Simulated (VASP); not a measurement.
Runs of VASP 6.6.1 on Ti. The structure is that of space group Fm-3m (No. 225), or close to it. The cells are those of the table. 

```csv
task,cell,gap on the mesh (eV),pressure (GPa)
single point,"a = 2.914, b = 2.914, c = 2.871 Å, angles 60.5, 60.5, 59.0°, 1 atom",none,0.7
single point,"a = 2.900, b = 2.900, c = 2.928 Å, angles 59.7, 59.7, 60.7°, 1 atom",none,-0.4
single point,"a = 2.885, b = 2.885, c = 2.871 Å, angles 60.2, 60.2, 59.7°, 1 atom",none,(b)
electric field gradients,"a = 2.857, b = 2.857, c = 2.871 Å, angles 59.8, 59.8, 60.3°, 1 atom",none,5.4
single point,"a = 2.900, b = 2.900, c = 2.871 Å, angles 60.3, 60.3, 59.3°, 1 atom",none,1.8
single point,"a = 2.842, b = 2.842, c = 2.871 Å, angles 59.7, 59.7, 60.7°, 1 atom",none,6.7
single point,"a = 2.857, b = 2.857, c = 2.871 Å, angles 59.8, 59.8, 60.3°, 1 atom",none,5.4
single point,"a = 2.828, b = 2.828, c = 2.871 Å, angles 59.5, 59.5, 61.0°, 1 atom",none,(a)
```

Alike in all rows: level PBE; potentials or basis VASP PAW PBE potentials, release 64 (Ti_sv); no spin polarisation; k mesh 15 × 15 × 15; cutoff (eV) 520; smearing fermi-dirac 0.05 eV.

Task: Estimate the missing entries.

Result: (a) 8.0; (b) 3.0.

Caveats: the cell stands under pressure (at least some runs).

A gap of «none» marks levels without a gap at the run's occupations.
